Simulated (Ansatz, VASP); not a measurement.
**One calculation of Ta, two programs**

The input INCAR:

```
SYSTEM = Ta
PREC = Accurate
ENCUT = 520
EDIFF = 1E-7
ISMEAR = -1
SIGMA = 0.05
LREAL = .FALSE.
LASPH = .TRUE.
NELM = 100
ALGO = Normal
ISIF = 2
LWAVE = .FALSE.
LCHARG = .FALSE.
GGA = PS
NBANDS = 12
```

KPOINTS

```
Automatic mesh
0
G
  11 11 11
  0 0 0
```

Contents of POSCAR:

```
Ta
1.0
   -1.6622159478      1.6622159478      1.6622159478
    1.6622159478     -1.6622159478      1.6622159478
    1.6622159478      1.6622159478     -1.6622159478
Ta
1
Direct
    0.0000000000      0.0000000000      0.0000000000
```

input.yaml

```yaml
crystal:
  lattice:
    - [-1.6622159478, 1.6622159478, 1.6622159478]
    - [1.6622159478, -1.6622159478, 1.6622159478]
    - [1.6622159478, 1.6622159478, -1.6622159478]
  atoms:
    - { symbol: Ta, position: [0.0, 0.0, 0.0] }
kpoints:
  mp_grid: { grid: [11, 11, 11] }
scf:
  occupations: { method: fermi_dirac, width: 0.05 }
hamiltonian:
  xc: pbesol
  pseudopotentials: { kind: all_electron, lapw: { basis_error: 0.0005 } }
output:
  forces: true
  stress: true
  eigenvalues: true
```

Change from the starting cell: volume scaled by 1.02.

Alike in both runs: task single point; functional PBEsol; k mesh 11 × 11 × 11; occupations fermi-dirac, width 0.05 eV; no spin polarisation.

|  | VASP | Ansatz |
| --- | --- | --- |
| version | VASP 6.6.1 | Ansatz 0.2.0 |
| potentials or method | VASP PAW PBE potentials, release 64 (Ta_pv), cutoff 520 eV | all-electron LAPW, scalar-relativistic |

VASP gave:

| Property | Result |
| --- | --- |
| gap on the k mesh at the Fermi level (eV) | none |
| pressure (GPa) | -7.9 |

Problem. Which values does Ansatz return?

Solution. gap on the k mesh at the Fermi level (eV): none; pressure (GPa): -8.0.

VASP's potentials were made for PBE, not for PBEsol. A gap of «none» marks a metal or a gap that the smearing closes. Ansatz ran all-electron here, and VASP with PAW potentials.

Neither program's run includes spin-orbit coupling.
